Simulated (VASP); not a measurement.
A run of VASP 6.6.1 is set up as follows.

The input POSCAR:

```
NbRu
1.0
    3.3432000000      0.0000000000      0.0000000000
    0.0000000000      3.3432000000      0.0000000000
    0.0000000000      0.0000000000      3.0248000000
Nb Ru
1 1
Direct
    0.0000000000      0.0000000000      0.0000000000
    0.5000000000      0.5000000000      0.5000000000
```

INCAR.step1

```
SYSTEM = NbRu
ALGO = Normal
EDIFF = 1E-4
ENCUT = 520
GGA = PE
ISMEAR = 0
LASPH = .TRUE.
LCHARG = .FALSE.
LREAL = .FALSE.
LWAVE = .TRUE.
NBANDS = 20
NELM = 80
PREC = Accurate
SIGMA = 0.15
```

Contents of INCAR.step2:

```
SYSTEM = NbRu
ALGO = Normal
EDIFF = 1E-6
ENCUT = 520
ISIF = 2
ISMEAR = 0
ISTART = 1
LASPH = .TRUE.
LCHARG = .FALSE.
LMIXTAU = .TRUE.
LREAL = .FALSE.
LWAVE = .FALSE.
METAGGA = R2SCAN
NBANDS = 20
NELM = 80
PREC = Accurate
SIGMA = 0.15
```

File KPOINTS:

```
k-points
0
G
  16 16 16
  0 0 0
```

Potentials or basis: VASP PAW PBE potentials, release 64 (Nb_sv, Ru_pv).

The run is started by

```sh
$ cat potpaw_PBE.64/Nb_sv/POTCAR potpaw_PBE.64/Ru_pv/POTCAR > POTCAR
$ cp INCAR.step1 INCAR
$ mpirun -np 1 vasp_std > vasp.out
$ cp INCAR.step2 INCAR
$ mpirun -np 1 vasp_std > vasp.out
```

**Question.** Predict the pressure.

**Answer.** -14.4 GPa.

Stress tensor (GPa, compression positive):
```
-16.24   0.00   0.00
  0.00 -16.24   0.00
  0.00   0.00 -10.75
```

Caveat: the cell differs from its parent crystal (strain +0.050 along x and y, -0.050 along z); the PAW data sets were made with another functional, which shifts forces and pressure a little.
